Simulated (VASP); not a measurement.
# LiH (Fm-3m) in VASP: further runs, part 2 of 2

VASP 6.6.1.

## (3) Single point, PBE

This run uses another cell than the first one, of 8.45 Å³/atom, 1.042 times its volume.

The input, INCAR:

```
SYSTEM = LiH
PREC = Accurate
ENCUT = 520
EDIFF = 1E-7
ISMEAR = -1
SIGMA = 0.05
LREAL = .FALSE.
LASPH = .TRUE.
NELM = 100
ALGO = Normal
ISIF = 2
LWAVE = .FALSE.
LCHARG = .TRUE.
GGA = PE
LELF = .TRUE.
LVHAR = .TRUE.
NBANDS = 9
```

The input, KPOINTS:

```
Automatic mesh
0
G
  11 11 11
  0 0 0
```

The input, POSCAR:

```
LiH
1.0
    0.0000000000      2.0367500000      2.0367500000
    2.0367500000      0.0000000000      2.0367500000
    2.0367500000      2.0367500000      0.0000000000
Li H
1 1
Direct
    0.0000000000      0.0000000000      0.0000000000
    0.5000000000      0.5000000000      0.5000000000
```

Potentials or basis: VASP PAW PBE potentials, release 64 (Li_sv, H).

Launch:

```
> cat potpaw_PBE.64/Li_sv/POTCAR potpaw_PBE.64/H/POTCAR > POTCAR
> mpirun -np 1 vasp_std > vasp.out
```

OUTCAR:

```text
SYSTEM = LiH
   PREC = Accurate
   ENCUT = 520
   EDIFF = 1E-7
   ISMEAR = -1
   LREAL = .FALSE.
   LASPH = .TRUE.
   NELM = 100
   ISIF = 2
   GGA = PE

 ion  position               nearest neighbor table
   1  0.000  0.000  0.000-
   2  0.500  0.500  0.500-

  LATTYP: Found a face centered cubic cell.
 ALAT       =     4.0735000000

  Lattice vectors:

 A1 = (   0.0000000000,   2.0367500000,   2.0367500000)
 A2 = (   2.0367500000,   0.0000000000,   2.0367500000)
 A3 = (   2.0367500000,   2.0367500000,   0.0000000000)

Analysis of symmetry for initial positions (statically):
=====================================================================
 Subroutine PRICEL returns:
 Original cell was already a primitive cell.

 Routine SETGRP: Setting up the symmetry group for a
 face centered cubic supercell.

 Subroutine GETGRP returns: Found 48 space group operations
 (whereof 48 operations were pure point group operations)
 out of a pool of 48 trial point group operations.

The static configuration has the point symmetry O_h .

Analysis of symmetry for dynamics (positions and initial velocities):
=====================================================================
 Subroutine PRICEL returns:
 Original cell was already a primitive cell.

 Routine SETGRP: Setting up the symmetry group for a
 face centered cubic supercell.

 Subroutine GETGRP returns: Found 48 space group operations
 (whereof 48 operations were pure point group operations)
 out of a pool of 48 trial point group operations.

The dynamic configuration has the point symmetry O_h .

 Subroutine INISYM returns: Found 48 space group operations
 (whereof 48 operations are pure point group operations),
 and found     1 'primitive' translations

----------------------------------------------------------------------------------------

                                     Primitive cell

  volume of cell :      16.8983

  direct lattice vectors                    reciprocal lattice vectors
     0.000000000  2.036750000  2.036750000    -0.245489137  0.245489137  0.245489137
     2.036750000  0.000000000  2.036750000     0.245489137 -0.245489137  0.245489137
     2.036750000  2.036750000  0.000000000     0.245489137  0.245489137 -0.245489137

  length of vectors
     2.880399473  2.880399473  2.880399473     0.425199658  0.425199658  0.425199658

  position of ions in fractional coordinates (direct lattice)
     0.000000000  0.000000000  0.000000000
     0.500000000  0.500000000  0.500000000

  ion indices of the primitive-cell ions
   primitive index   ion index
                 1           1
                 2           2

----------------------------------------------------------------------------------------

 KPOINTS: Automatic mesh

Automatic generation of k-mesh.
 Grid dimensions read from file:
 generate k-points for:   11   11   11

 Generating k-lattice:

  Cartesian coordinates                     Fractional coordinates (reciprocal lattice)
    -0.022317194  0.022317194  0.022317194     0.090909091  0.000000000  0.000000000
     0.022317194 -0.022317194  0.022317194     0.000000000  0.090909091  0.000000000
     0.022317194  0.022317194 -0.022317194     0.000000000  0.000000000  0.090909091

  Length of vectors
     0.038654514  0.038654514  0.038654514

  Shift w.r.t. Gamma in fractional coordinates (k-lattice)
     0.000000000  0.000000000  0.000000000

 Subroutine IBZKPT returns following result:
 ===========================================

 Found     56 irreducible k-points:

 Following reciprocal coordinates:
            Coordinates               Weight
  0.000000  0.000000  0.000000      1.000000
  0.090909  0.000000  0.000000      8.000000
  0.181818  0.000000  0.000000      8.000000
  0.272727  0.000000  0.000000      8.000000
  0.363636  0.000000  0.000000      8.000000
  0.454545  0.000000  0.000000      8.000000
[... 16 lines left out ...]
 -0.272727  0.181818  0.000000     24.000000
 -0.181818  0.181818  0.000000     12.000000
 [... further k-points ...]
   k-points           NKPTS =     56   k-points in BZ     NKDIM =     56   number of bands    NBANDS=      9
   number of dos      NEDOS =    301   number of ions     NIONS =      2
   total plane-waves  NPLWV =  13824
   dimension x,y,z NGX =    24 NGY =   24 NGZ =   24
   dimension x,y,z NGXF=    48 NGYF=   48 NGZF=   48
   ions per type =               1   1
   NGX,Y,Z   is equivalent  to a cutoff of  13.85, 13.85, 13.85 a.u.
   NGXF,Y,Z  is equivalent  to a cutoff of  27.70, 27.70, 27.70 a.u.
 SYSTEM =  LiH
   PREC   = accura    normal or accurate (medium, high low for compatibility)
   ISTART =      0    job   : 0-new  1-cont  2-samecut
   ICHARG =      2    charge: 1-file 2-atom 10-const
   ISPIN  =      1    spin polarized calculation?
   LNONCOLLINEAR =      F non collinear calculations
   LSORBIT =      F    spin-orbit coupling
   LASPH  =      T    aspherical Exc in radial PAW
   ENCUT  =  520.0 eV  38.22 Ry    6.18 a.u.   5.36  5.36  5.36*2*pi/ulx,y,z
   NELM   =    100;   NELMIN=  2; NELMDL= -5     # of ELM steps
   EDIFF  = 0.1E-06   stopping-criterion for ELM
   LREAL  =      F    real-space projection
   EDIFFG = 0.1E-05   stopping-criterion for IOM
   NSW    =      0    number of steps for IOM
   IBRION =     -1    ionic relax: 0-MD 1-quasi-New 2-CG
   NFREE  =      0    steps in history (QN), initial steepest desc. (CG)
   ISIF   =      2    stress and relaxation
   ISYM   =      2    0-nonsym 1-usesym 2-fastsym
   POTIM  = 0.5000    time-step for ionic-motion
   TEBEG  =    0.0;   TEEND  =   0.0 temperature during run
   PSTRESS=    0.0 pullay stress
   NELECT =       4.0000    total number of electrons
   NUPDOWN=      -1.0000    fix difference up-down
   EMIN   =  10.00;   EMAX   =-10.00  energy-range for DOS
   EFERMI =   0.00;   METHOD = LEGACY
   ISMEAR =    -1;   SIGMA  =   0.05  broadening in eV -4-tet -1-fermi 0-gaus
   EFERMI_NEDOS =   21; number of points for ismear=-14 and -15
   IALGO  =     38    algorithm
   IMIX   =      4    mixing-type and parameters
     AMIX     =   0.40;   BMIX     =  1.00
     AMIX_MAG =   1.60;   BMIX_MAG =  1.00
  volume/ion in A,a.u.               =       8.45        57.02
  Fermi-wavevector in a.u.,A,eV,Ry     =   1.012699  1.913724 13.953585  1.025560
  Thomas-Fermi vector in A             =   2.145824
   LORBIT       =      0    0 simple, 1 ext, 2 COOP (PROOUT), +10 PAW based schemes
   GGA     = PE    functional components
   LHFCALC =     F    Hartree Fock is set to
   AEXX    =    0.0000 exact exchange contribution
   IVDW    =     0    specifies the selected vdW correction
   LEPSILON=     F    determine dielectric tensor
   LRPA    =     F    only Hartree local field effects (RPA)
 non-spin polarized calculation
  energy-cutoff  :      520.00
  volume of cell :       16.90
 maximum number of plane-waves:       470
 NGX is ok and might be reduce to    24
   NGX = 11   NGY = 11   NGZ = 11

 number of electron       3.9999999 magnetization

 Free energy of the ion-electron system (eV)
  ---------------------------------------------------
  ext. energy  EPLUGINS =         0.00000000
  ---------------------------------------------------
  free energy    TOTEN  =        -6.12275352 eV

  energy without entropy =       -6.12275352  energy(sigma->0) =       -6.12275352

 E-fermi :   0.9668     XC(G=0):  -8.3576

 val. band max:       -0.1681533668   @ k =  -0.4545   0.4545   0.0000
 cond. band min:       3.0310388113   @ k =  -0.4545   0.4545   0.0000
 fundamental gap:      3.1991921781
 Fermi energy:         0.9667957216

 k-point     1 :       0.0000    0.0000    0.0000
  band No.  band energies     occupation
      1     -44.4686      2.00000
      2      -5.3791      2.00000
      3      15.3452      0.00000
      4      17.2764      0.00000
      5      17.2764      0.00000
      6      17.2764      0.00000
      7      21.9042      0.00000
      8      21.9042      0.00000
      9      21.9042      0.00000
[... 265 lines left out ...]
 k-point    24 :      -0.1818    0.1818    0.0000
  band No.  band energies     occupation
      1     -44.4430      2.00000
      2      -3.8864      2.00000
      3       9.8103      0.00000
      4       9.9956      0.00000
      5      15.5589      0.00000
      6      17.0321      0.00000
      7      20.8240      0.00000
      8      22.6741      0.00000
      9      24.2978      0.00000

 [... further k-points ...]

------------------------ aborting loop because EDIFF is reached ----------------------------------------

  FORCE on cell =-STRESS in cart. coord.  units (eV):
  Direction    XX          YY          ZZ          XY          YZ          ZX
  --------------------------------------------------------------------------------------
  -------------------------------------------------------------------------------------
  Total       -0.1969573     -0.1969573     -0.1969573     -0.0000000     -0.0000000      0.0000000
  in kB      -18.6740953    -18.6740953    -18.6740953     -0.0000000     -0.0000000      0.0000000
  external PRESSURE =     -18.6740953 kB  Pullay stress =       0.0000000 kB

 VOLUME and BASIS-vectors are now :
 -----------------------------------------------------------------------------
  energy-cutoff  :      520.00
  volume of cell :       16.90
      direct lattice vectors                 reciprocal lattice vectors
     0.000000000  2.036750000  2.036750000    -0.245489137  0.245489137  0.245489137
     2.036750000  0.000000000  2.036750000     0.245489137 -0.245489137  0.245489137
     2.036750000  2.036750000  0.000000000     0.245489137  0.245489137 -0.245489137

 POSITION                                       TOTAL-FORCE (eV/Angst)
 -----------------------------------------------------------------------------------
      0.00000      0.00000      0.00000        -0.000000     -0.000000     -0.000000
      2.03675      2.03675      2.03675         0.000000      0.000000      0.000000
 -----------------------------------------------------------------------------------
    total drift:                                0.000000     -0.000000     -0.000000

  FREE ENERGIE OF THE ION-ELECTRON SYSTEM (eV)
  ---------------------------------------------------
  free  energy   TOTEN  =        -6.1227535240 eV

  energy  without entropy=       -6.1227535240  energy(sigma->0) =       -6.12275352
```

It took 9.9 s on 1 thread of AMD EPYC 9R14 (Zen 4), shared host; peak memory 0.1 GiB.

Results:

- Free energy: -6.1228 eV
- Band gap on the k mesh: 3.20 eV, direct

Levels at points of the mesh, in eV from the valence-band top:
```
           k point  band 1  band 2  band 3  band 4  band 5
(0.00, 0.00, 0.00)  -44.30   -5.21   15.51   17.44   17.44
```

Caveat: the cutoff is under 1.25 times the usual one of these potentials, so pressure, stress and relaxed cells hold a basis-set (Pulay) error. A k mesh can miss the band edges.
